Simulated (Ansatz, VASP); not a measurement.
**Two plane-wave programs on CsCl**

```xyz
2
Lattice="4.1400 0.0000 0.0000 0.0000 4.1400 0.0000 0.0000 0.0000 4.1400" Properties=species:S:1:pos:R:3 pbc="T T T"
Cs    0.0000    0.0000    0.0000
Cl    2.0700    2.0700    2.0700
```

Alike in both runs: functional r2SCAN; k mesh 6 × 6 × 6; occupations fermi-dirac, width 0.02 eV; no spin polarisation.

Ansatz relaxed the structure, and its values are those at the end. VASP's run is a single point on that final structure, the one shown.

|  | VASP | Ansatz |
| --- | --- | --- |
| version | VASP 6.6.1 | Ansatz 0.2.0 |
| potentials or method | VASP PAW PBE potentials, release 64 (Cs_sv, Cl), cutoff 550 eV | PAW plane waves |
| valence electrons in the cell | 16 | 16 |

|  | VASP | Ansatz | Ansatz less VASP |
| --- | --- | --- | --- |
| gap on the k mesh at the Fermi level (eV) | 5.91 | 5.91 | +0.004 |
| pressure (GPa) | 0.0 | 0.0 | -0.04 |

VASP's potentials were made for PBE, not for r2SCAN.

Spin-orbit coupling is off throughout.
